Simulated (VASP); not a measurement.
# P (Cmce) in VASP: single point with r2SCAN

Aim: the single point of P with r2SCAN.

Everything below comes from runs of VASP 6.6.1. Logs are shortened: lines on timing, memory, paths and dates and some standing lists are left out, and cuts for length are marked.

**1. The cell of the first run**

It takes space group Cmce (No. 64, orthorhombic). Conventional cell: a = 3.299 Å, b = 11.025 Å, c = 4.559 Å, α = 90.00°, β = 90.00°, γ = 90.00°. Within 2.9 Å of P (site symmetry m) lie 3 P at 2.21 to 2.25 Å.

**2. Single point, r2SCAN (20.72 Å³/atom)**

Contents of POSCAR:

```
P
1.0
    1.6493963102     -5.5124803023      0.0000000000
    1.6493963102      5.5124803023      0.0000000000
    0.0000000000      0.0000000000      4.5588037823
P
4
Direct
    0.4046217050      0.5953782950      0.5885892377
    0.5953782950      0.4046217050      0.4114107623
    0.9046217050      0.0953782950      0.9114107623
    0.0953782950      0.9046217050      0.0885892377
```

Contents of INCAR.step1:

```
SYSTEM = P
PREC     = Accurate       ! precision mode
ENCUT    = 520            ! plane-wave cutoff, eV
ISMEAR   = 0              ! smearing method
SIGMA    = 0.05           ! smearing width, eV
LREAL    = .False.        ! projectors in reciprocal space
LASPH    = .True.         ! aspherical terms in the spheres
NELM     = 60             ! most SCF steps
NBANDS   = 18             ! bands
GGA      = PE             ! functional
ALGO     = Normal         ! electronic algorithm
EDIFF    = 1E-4           ! SCF threshold, eV
LWAVE    = .True.         ! write WAVECAR
LCHARG   = .False.        ! write CHGCAR
```

Contents of INCAR.step2:

```
SYSTEM = P
PREC     = Accurate       ! precision mode
ENCUT    = 520            ! plane-wave cutoff, eV
EDIFF    = 1E-7           ! SCF threshold, eV
ISMEAR   = 0              ! smearing method
SIGMA    = 0.05           ! smearing width, eV
LREAL    = .False.        ! projectors in reciprocal space
LASPH    = .True.         ! aspherical terms in the spheres
NELM     = 60             ! most SCF steps
ALGO     = Normal         ! electronic algorithm
ISIF     = 2              ! what is computed and relaxed
LWAVE    = .False.        ! write WAVECAR
LCHARG   = .False.        ! write CHGCAR
METAGGA  = R2SCAN         ! meta-GGA
LMIXTAU  = .True.       
NBANDS   = 18             ! bands
ISTART   = 1
```

Contents of KPOINTS:

```
Automatic mesh
0
Gamma
  14 14 10
  0 0 0
```

Potentials or basis: VASP PAW PBE potentials, release 64 (P).

On the command line:

```bash
$ cat potpaw_PBE.64/P/POTCAR > POTCAR
$ cp INCAR.step1 INCAR
$ mpirun -np 1 vasp_std > vasp.out
$ cp INCAR.step2 INCAR
$ mpirun -np 1 vasp_std > vasp.out
```

OUTCAR:

```text
SYSTEM = P
   PREC = Accurate
   ENCUT = 520
   EDIFF = 1E-7
   ISMEAR = 0
   LREAL = .False.
   LASPH = .True.
   NELM = 60
   ISIF = 2
   METAGGA = R2SCAN
   ISTART = 1

 ion  position               nearest neighbor table
   1  0.405  0.595  0.589-   3 2.21   3 2.21   2 2.25
   2  0.595  0.405  0.411-   4 2.21   4 2.21   1 2.25
   3  0.905  0.095  0.911-   1 2.21   1 2.21   4 2.25
   4  0.095  0.905  0.089-   2 2.21   2 2.21   3 2.25

  LATTYP: Found a base centered orthorhombic cell.
 ALAT       =     3.2987926204
 B/A-ratio  =     3.3421199430
 C/A-ratio  =     1.3819613134

  Lattice vectors:

 A1 = (   1.6493963102,  -5.5124803023,   0.0000000000)
 A2 = (   1.6493963102,   5.5124803023,   0.0000000000)
 A3 = (   0.0000000000,   0.0000000000,   4.5588037823)

Analysis of symmetry for initial positions (statically):
=====================================================================
 Subroutine PRICEL returns:
 Original cell was already a primitive cell.

 Routine SETGRP: Setting up the symmetry group for a
 base centered orthorhombic supercell.

 Subroutine GETGRP returns: Found  8 space group operations
 (whereof  4 operations were pure point group operations)
 out of a pool of  8 trial point group operations.

The static configuration has the point symmetry C_2h.
 The point group associated with its full space group is D_2h.

Analysis of symmetry for dynamics (positions and initial velocities):
=====================================================================
 Subroutine PRICEL returns:
 Original cell was already a primitive cell.

 Routine SETGRP: Setting up the symmetry group for a
 base centered orthorhombic supercell.

 Subroutine GETGRP returns: Found  8 space group operations
 (whereof  4 operations were pure point group operations)
 out of a pool of  8 trial point group operations.

The dynamic configuration has the point symmetry C_2h.
 The point group associated with its full space group is D_2h.

 Subroutine INISYM returns: Found  8 space group operations
 (whereof  4 operations are pure point group operations),
 and found     1 'primitive' translations

----------------------------------------------------------------------------------------

                                     Primitive cell

  volume of cell :      82.8997

  direct lattice vectors                    reciprocal lattice vectors
     1.649396310 -5.512480302  0.000000000     0.303141214 -0.090703272  0.000000000
     1.649396310  5.512480302  0.000000000     0.303141214  0.090703272  0.000000000
     0.000000000  0.000000000  4.558803782     0.000000000  0.000000000  0.219355789

  length of vectors
     5.753950580  5.753950580  4.558803782     0.316420099  0.316420099  0.219355789

  position of ions in fractional coordinates (direct lattice)
     0.404621705  0.595378295  0.588589238
     0.595378295  0.404621705  0.411410762
     0.904621705  0.095378295  0.911410762
     0.095378295  0.904621705  0.088589238

  ion indices of the primitive-cell ions
   primitive index   ion index
                 1           1
                 2           2
                 3           3
                 4           4

----------------------------------------------------------------------------------------

 KPOINTS: Automatic mesh

Automatic generation of k-mesh.
 Grid dimensions read from file:
 generate k-points for:   14   14   10

 Generating k-lattice:

  Cartesian coordinates                     Fractional coordinates (reciprocal lattice)
     0.021652944 -0.006478805  0.000000000     0.071428571  0.000000000  0.000000000
     0.021652944  0.006478805  0.000000000     0.000000000  0.071428571  0.000000000
     0.000000000  0.000000000  0.021935579     0.000000000  0.000000000  0.100000000

  Length of vectors
     0.022601436  0.022601436  0.021935579

  Shift w.r.t. Gamma in fractional coordinates (k-lattice)
     0.000000000  0.000000000  0.000000000

 Subroutine IBZKPT returns following result:
 ===========================================

 Found    342 irreducible k-points:

 Following reciprocal coordinates:
            Coordinates               Weight
  0.000000  0.000000  0.000000      1.000000
  0.071429  0.000000  0.000000      4.000000
  0.142857  0.000000  0.000000      4.000000
  0.214286  0.000000  0.000000      4.000000
  0.285714  0.000000  0.000000      4.000000
  0.357143 -0.000000  0.000000      4.000000
[... 16 lines left out ...]
  0.214286  0.142857  0.000000      4.000000
  0.285714  0.142857  0.000000      4.000000
 [... further k-points ...]
   k-points           NKPTS =    342   k-points in BZ     NKDIM =    342   number of bands    NBANDS=     18
   number of dos      NEDOS =    301   number of ions     NIONS =      4
   total plane-waves  NPLWV =  82944
   dimension x,y,z NGX =    48 NGY =   48 NGZ =   36
   dimension x,y,z NGXF=    96 NGYF=   96 NGZF=   72
   ions per type =               4
   NGX,Y,Z   is equivalent  to a cutoff of  13.87, 13.87, 13.13 a.u.
   NGXF,Y,Z  is equivalent  to a cutoff of  27.74, 27.74, 26.26 a.u.
 SYSTEM =  P
   PREC   = accura    normal or accurate (medium, high low for compatibility)
   ISTART =      1    job   : 0-new  1-cont  2-samecut
   ICHARG =      0    charge: 1-file 2-atom 10-const
   ISPIN  =      1    spin polarized calculation?
   LNONCOLLINEAR =      F non collinear calculations
   LSORBIT =      F    spin-orbit coupling
   LASPH  =      T    aspherical Exc in radial PAW
   ENCUT  =  520.0 eV  38.22 Ry    6.18 a.u.  10.70 10.70  8.48*2*pi/ulx,y,z
   NELM   =     60;   NELMIN=  2; NELMDL=  0     # of ELM steps
   EDIFF  = 0.1E-06   stopping-criterion for ELM
   LREAL  =      F    real-space projection
   EDIFFG = 0.1E-05   stopping-criterion for IOM
   NSW    =      0    number of steps for IOM
   IBRION =     -1    ionic relax: 0-MD 1-quasi-New 2-CG
   NFREE  =      0    steps in history (QN), initial steepest desc. (CG)
   ISIF   =      2    stress and relaxation
   ISYM   =      2    0-nonsym 1-usesym 2-fastsym
   POTIM  = 0.5000    time-step for ionic-motion
   TEBEG  =    0.0;   TEEND  =   0.0 temperature during run
   PSTRESS=    0.0 pullay stress
   NELECT =      20.0000    total number of electrons
   NUPDOWN=      -1.0000    fix difference up-down
   EMIN   =  10.00;   EMAX   =-10.00  energy-range for DOS
   EFERMI =   0.00;   METHOD = LEGACY
   ISMEAR =     0;   SIGMA  =   0.05  broadening in eV -4-tet -1-fermi 0-gaus
   EFERMI_NEDOS =   21; number of points for ismear=-14 and -15
   IALGO  =     38    algorithm
   IMIX   =      4    mixing-type and parameters
     AMIX     =   0.40;   BMIX     =  1.00
     AMIX_MAG =   1.60;   BMIX_MAG =  1.00
  volume/ion in A,a.u.               =      20.72       139.86
  Fermi-wavevector in a.u.,A,eV,Ry     =   1.019140  1.925895 14.131641  1.038646
  Thomas-Fermi vector in A             =   2.152637
   LORBIT       =      0    0 simple, 1 ext, 2 COOP (PROOUT), +10 PAW based schemes
   METAGGA = R2SCAN    functional components
   LHFCALC =     F    Hartree Fock is set to
   AEXX    =    0.0000 exact exchange contribution
   IVDW    =     0    specifies the selected vdW correction
   LEPSILON=     F    determine dielectric tensor
   LRPA    =     F    only Hartree local field effects (RPA)
 non-spin polarized calculation
 Gauss-broadening in eV      SIGMA  =   0.05
  energy-cutoff  :      520.00
  volume of cell :       82.90
 maximum number of plane-waves:      2254
 NGX is ok and might be reduce to    48
   NGX = 21   NGY = 21   NGZ = 17

 number of electron      20.0000001 magnetization

 Free energy of the ion-electron system (eV)
  ---------------------------------------------------
  ext. energy  EPLUGINS =         0.00000000
  ---------------------------------------------------
  free energy    TOTEN  =       -35.92341203 eV

  energy without entropy =      -35.92341201  energy(sigma->0) =      -35.92341202

 E-fermi :   5.7564     XC(G=0):  -9.7992

 val. band max:        5.6214696263   @ k =   0.5000   0.5000   0.0000
 cond. band min:       5.8912877075   @ k =   0.5000   0.5000   0.0000
 fundamental gap:      0.2698180812
 Fermi energy:         5.7563844889

 k-point     1 :       0.0000    0.0000    0.0000
  band No.  band energies     occupation
      1     -10.8838      2.00000
      2      -8.0428      2.00000
      3      -4.5877      2.00000
      4      -1.3830      2.00000
      5       0.5099      2.00000
      6       0.5844      2.00000
[... 10 lines left out ...]
     17      12.9867      0.00000
     18      13.4038      0.00000

 k-point     2 :       0.0714    0.0000    0.0000
  band No.  band energies     occupation
      1     -10.8181      2.00000
      2      -7.9796      2.00000
      3      -4.6126      2.00000
      4      -1.3258      2.00000
      5       0.4098      2.00000
      6       0.6331      2.00000
[... 10 lines left out ...]
     17      12.8607      0.00000
     18      12.9967      0.00000

 k-point     3 :       0.1429    0.0000    0.0000
  band No.  band energies     occupation
      1     -10.6218      2.00000
      2      -7.7902      2.00000
      3      -4.7183      2.00000
      4      -1.1581      2.00000
      5      -0.0281      2.00000
      6       0.2739      2.00000
[... 10 lines left out ...]
     17      11.6323      0.00000
     18      12.9236      0.00000

 k-point     4 :       0.2143    0.0000    0.0000
  band No.  band energies     occupation
      1     -10.2970      2.00000
      2      -7.4747      2.00000
      3      -4.9888      2.00000
      4      -0.8987      2.00000
      5      -0.8933      2.00000
      6      -0.3812      2.00000
[... 10 lines left out ...]
     17      10.9011      0.00000
     18      12.8251      0.00000

 k-point     5 :       0.2857    0.0000    0.0000
  band No.  band energies     occupation
      1      -9.8478      2.00000
      2      -7.0338      2.00000
      3      -5.4987      2.00000
      4      -1.9660      2.00000
      5      -0.7176      2.00000
      6      -0.5642      2.00000
[... 10 lines left out ...]
     17      12.4981      0.00000
     18      12.7734      0.00000

 k-point     6 :       0.3571   -0.0000    0.0000
  band No.  band energies     occupation
      1      -9.2811      2.00000
      2      -6.4687      2.00000
      3      -6.2158      2.00000
      4      -3.0452      2.00000
      5      -0.7111      2.00000
      6      -0.2466      2.00000
[... 307 lines left out ...]
 k-point    21 :      -0.0714    0.0714    0.0000
  band No.  band energies     occupation
      1     -10.8781      2.00000
      2      -8.0575      2.00000
      3      -4.5839      2.00000
      4      -1.3607      2.00000
      5       0.4782      2.00000
      6       0.5670      2.00000
[... 10 lines left out ...]
     17      12.4883      0.00000
     18      13.5124      0.00000

 k-point    22 :       0.1429    0.1429    0.0000
  band No.  band energies     occupation
      1      -9.8688      2.00000
      2      -6.9789      2.00000
      3      -5.4935      2.00000
      4      -1.9980      2.00000
      5      -0.7201      2.00000
      6      -0.6411      2.00000
[... 10 lines left out ...]
     17      12.4658      0.00000
     18      13.1544      0.00000

 k-point    23 :       0.2143    0.1429    0.0000
  band No.  band energies     occupation
      1      -9.3106      2.00000
      2      -6.3905      2.00000
      3      -6.1983      2.00000
      4      -3.1080      2.00000
      5      -0.7130      2.00000
      6      -0.3408      2.00000
[... 10 lines left out ...]
     17      12.3800      0.00000
     18      13.7159      0.00000

 k-point    24 :       0.2857    0.1429    0.0000
  band No.  band energies     occupation
      1      -8.6435      2.00000
      2      -7.0003      2.00000
      3      -5.6848      2.00000
      4      -4.1470      2.00000
      5      -0.4787      2.00000
      6      -0.1667      2.00000
[... 10 lines left out ...]
     17      12.2171      0.00000
     18      13.1967      0.00000

 [... further k-points ...]

------------------------ aborting loop because EDIFF is reached ----------------------------------------

  FORCE on cell =-STRESS in cart. coord.  units (eV):
  Direction    XX          YY          ZZ          XY          YZ          ZX
  --------------------------------------------------------------------------------------
  -------------------------------------------------------------------------------------
  Total       -0.3432972     -0.2750034     -0.3714937      0.0000000      0.0000000      0.0000000
  in kB       -6.6348008     -5.3149064     -7.1797460      0.0000000      0.0000000      0.0000000
  external PRESSURE =      -6.3764844 kB  Pullay stress =       0.0000000 kB

 VOLUME and BASIS-vectors are now :
 -----------------------------------------------------------------------------
  energy-cutoff  :      520.00
  volume of cell :       82.90
      direct lattice vectors                 reciprocal lattice vectors
     1.649396310 -5.512480302  0.000000000     0.303141214 -0.090703272  0.000000000
     1.649396310  5.512480302  0.000000000     0.303141214  0.090703272  0.000000000
     0.000000000  0.000000000  4.558803782     0.000000000  0.000000000  0.219355789

 POSITION                                       TOTAL-FORCE (eV/Angst)
 -----------------------------------------------------------------------------------
      1.64940      1.05154      2.68326         0.000000     -0.060320      0.076589
      1.64940     -1.05154      1.87554         0.000000      0.060320     -0.076589
      1.64940     -4.46094      4.15494         0.000000     -0.060320     -0.076589
      1.64940      4.46094      0.40386         0.000000      0.060320      0.076589
 -----------------------------------------------------------------------------------
    total drift:                               -0.000000      0.000000     -0.000000

  FREE ENERGIE OF THE ION-ELECTRON SYSTEM (eV)
  ---------------------------------------------------
  free  energy   TOTEN  =       -35.9234120266 eV

  energy  without entropy=      -35.9234120068  energy(sigma->0) =      -35.92341202
```

Run time: 61 min. Hardware: 1 thread of AMD EPYC 7R13, shared host; peak memory 0.53 GiB.

Results:

```yaml
Free_energy: -35.9234 eV
Pressure: -0.6 GPa
Largest_force: 0.097 eV/Å
Band_gap_on_the_k_mesh: 0.27 eV
```

Forces in eV/Å, atoms in the order of the input:
```
P    0.000 -0.060  0.077
P    0.000  0.060 -0.077
P    0.000 -0.060 -0.077
P    0.000  0.060  0.077
```

Caveat: the PAW data sets were made with another functional, which shifts forces and pressure a little. A k mesh can miss the band edges.
